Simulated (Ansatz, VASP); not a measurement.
## Sc2AlP3: VASP beside Ansatz

Contents of INCAR:

```
PREC = Accurate ; ENCUT = 520
EDIFF = 1E-7 ; ISMEAR = 0
SIGMA = 0.1 ; LREAL = F
LASPH = T ; NELM = 100
ALGO = Normal ; ISIF = 2
LWAVE = F ; LCHARG = F
GGA = PE ; NBANDS = 29
```

KPOINTS

```
regular mesh
0
Gamma
  4 4 4
```

Contents of POSCAR:

```
Sc2AlP3
1.0
    2.5091256200     -5.3085063300      0.0000000000
    2.5091256200      5.3085063300      0.0000000000
    0.0000000000      0.0000000000      3.9514282400
Sc Al P
2 1 3
Direct
    0.6549724500      0.3450275500      0.5000000000
    0.3450275500      0.6549724500      0.5000000000
    0.0000000000      0.0000000000      0.0000000000
    0.1453886600      0.8546113400      0.5000000000
    0.8546113400      0.1453886600      0.5000000000
    0.5000000000      0.5000000000      0.0000000000
```

Input for Ansatz:

```yaml
crystal:
  lattice:
    - [2.50912562, -5.30850633, 0.0]
    - [2.50912562, 5.30850633, 0.0]
    - [0.0, 0.0, 3.95142824]
  atoms:
    - { symbol: Sc, position: [0.65497245, 0.34502755, 0.5] }
    - { symbol: Sc, position: [0.34502755, 0.65497245, 0.5] }
    - { symbol: Al, position: [0.0, 0.0, 0.0] }
    - { symbol: P, position: [0.14538866, 0.85461134, 0.5] }
    - { symbol: P, position: [0.85461134, 0.14538866, 0.5] }
    - { symbol: P, position: [0.5, 0.5, 0.0] }
basis:
  ecutwfc: 420
kpoints:
  mp_grid: { grid: [4, 4, 4] }
hamiltonian:
  xc: pbe
scf:
  occupations: { method: gaussian, width: 0.1 }
  lower_state_search: "off"
output:
  forces: true
  stress: true
  eigenvalues: true
```

Change from the starting cell: species swapped into the Li2CeO3 type (Cmmm, No. 65).

Alike in both runs: task single point; functional PBE; k mesh 4 × 4 × 4; occupations gaussian, width 0.1 eV; no spin polarisation.

```csv
,VASP,Ansatz
version,VASP 6.6.1,Ansatz 0.2.0
potentials or method,"VASP PAW PBE potentials, release 64 (Sc_sv, Al, P), cutoff 520 eV","scalar-relativistic, plane waves, PAW"
valence electrons in the cell,40,40
```

```csv
,VASP,Ansatz,Ansatz less VASP
gap on the k mesh at the Fermi level (eV),none,none,-
pressure (GPa),23.3,23.1,-0.20
"traceless stress, the component that is largest in VASP (GPa)",27.31,27.13,-0.180
rms of the force components (eV/Å),2.485,2.456,-0.0282
```

Atom by atom the forces differ by 0.029 eV/Å (rms over components). A gap of «none» marks a metal or a gap that the smearing closes. The functional is the same, so the differences come from potentials, cutoffs and numerics.

The k mesh is coarse, so the values compare programs but aren't converged.
